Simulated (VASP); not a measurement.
Here is a VASP 6.6.1 calculation.

The input INCAR:

```
PREC     = Accurate       # precision mode
ENCUT    = 520            # plane-wave cutoff, eV
EDIFF    = 1E-6           # SCF threshold, eV
ISMEAR   = 0              # smearing method
SIGMA    = 0.1            # smearing width, eV
LREAL    = F              # projectors in reciprocal space
LASPH    = T              # aspherical terms in the spheres
NELM     = 60             # most SCF steps
ALGO     = Normal         # electronic algorithm
ISIF     = 2              # what is computed and relaxed
LWAVE    = F              # write WAVECAR
LCHARG   = T              # write CHGCAR
GGA      = PE             # functional
LELF     = T              # ELF
LVHAR    = T            
NBANDS   = 21             # bands
```

The input KPOINTS:

```
Automatic mesh
0
Gamma
  6 6 4
```

POSCAR

```
BeTeS3
1.0
    5.0923284900      0.0000000000      0.0000000000
   -2.5461642400      4.4100858400      0.0000000000
    0.0000000000      0.0000000000      5.5881974400
Be Te S
1 1 3
Direct
    0.0000000000      0.0000000000      0.5000000000
    0.0000000000      0.0000000000      0.0000000000
    0.5741019200      0.0000000000      0.0000000000
    0.0000000000      0.5741019200      0.0000000000
    0.4258980800      0.4258980800      0.0000000000
```

Potentials or basis: VASP PAW PBE potentials, release 64 (Be, Te, S).

Launch:

```console
$ cat potpaw_PBE.64/Be/POTCAR potpaw_PBE.64/Te/POTCAR potpaw_PBE.64/S/POTCAR > POTCAR
$ mpirun -np 1 vasp_std > vasp.out
```

Task: Estimate the largest force.

Result: 3.900 eV/Å.

Task: What does it give for the band gap on the k mesh?

Result: Zero (bands 13 and 14 overlap by 2.17 eV).

Stress tensor (GPa, compression positive):
```
30.95  0.00  0.00
 0.00 30.95  0.00
 0.00  0.00 -4.50
```

Caveat: the cell stands under pressure; spin-orbit coupling is left out, which moves the levels of the heavy elements; forces of over 1 eV/Å act on the atoms, so gaps and moduli don't describe the material at rest.
